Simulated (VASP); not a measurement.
Runs of VASP 6.6.1 on GaSb. The structure is that of space group F-43m (No. 216), or close to it. The cells are those of the table. 

```csv
cell,gap on the mesh (eV),pressure (GPa)
"a = 4.294, b = 4.326 Å, angles 59.8, 60.5, 59.8°, 2 atoms",-,(b)
"a = 4.359, b = 4.326 Å, angles 60.2, 59.5, 60.2°, 2 atoms",none,(a)
"a = 4.364, b = 4.326 Å, angles 60.3, 59.4, 60.3°, 2 atoms",none,1.5
"a = 4.315, b = 4.326 Å, angles 59.9, 60.2, 59.9°, 2 atoms",-,2.7
"a = 4.337, b = 4.326 Å, angles 60.1, 59.8, 60.1°, 2 atoms",none,2.1
```

Alike in all rows: task single point; level PBE; potentials or basis VASP PAW PBE potentials, release 64 (Ga_d, Sb); no spin polarisation; k mesh 14 × 14 × 14; cutoff (eV) 520; smearing gaussian 0.15 eV.

Question: Fill in the values left out.

Answer: (a) 1.6; (b) 3.3.

Caveats: spin-orbit coupling is left out, which moves the levels of the heavy elements.

A k mesh can miss the band edges, and the runs leave out spin-orbit coupling on Ga, Sb.

A gap of «none» marks levels without a gap at the run's occupations.
